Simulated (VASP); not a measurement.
Runs of VASP 6.6.1 on BaTiO3. The structure is tetragonal, space group P4mm (No. 99). Conventional cell: a = 4.000 Å, b = 4.000 Å, c = 4.018 Å, α = 90.00°, β = 90.00°, γ = 90.00°. Within 3.7 Å of Ba (site symmetry 4mm) lie 12 O at 2.79 to 2.88 Å and 8 Ti at 3.45 to 3.49 Å. Ti (site symmetry 4mm) has 6 O at 1.89 to 2.13 Å within 2.5 Å. Within 2.5 Å of O (site symmetry 4mm) lie 2 Ti at 1.89 to 2.13 Å. Within 2.7 Å of O (site symmetry 2mm) lie 2 Ti at 2.00 Å. 

```csv
U,gap on the mesh (eV),pressure (GPa),largest force (eV/Å)
Ti d U = 3.0 eV,2.06,(a),0.22
Ti d U = 5.0 eV,2.32,0.5,0.53
Ti d U = 1.0 eV,1.83,(c),0.23
Ti d U = 7.0 eV,(b),2.3,0.84
```

Alike in all rows: task single point; level PBEsol+D4+U; potentials or basis VASP PAW PBE potentials, release 64 (Ba_sv, Ti_sv, O); no spin polarisation; cell as given; k mesh 4 × 4 × 4; cutoff (eV) 520; smearing gaussian 0.01 eV.

Problem. Estimate the missing entries.

Solution. (a) -1.2; (b) 2.60; (c) -2.9.

Caveats: the PAW data sets were made with another functional, which shifts forces and pressure a little; spin-orbit coupling is left out, which moves the levels of the heavy elements.

A k mesh can miss the band edges, and the runs leave out spin-orbit coupling on Ba.
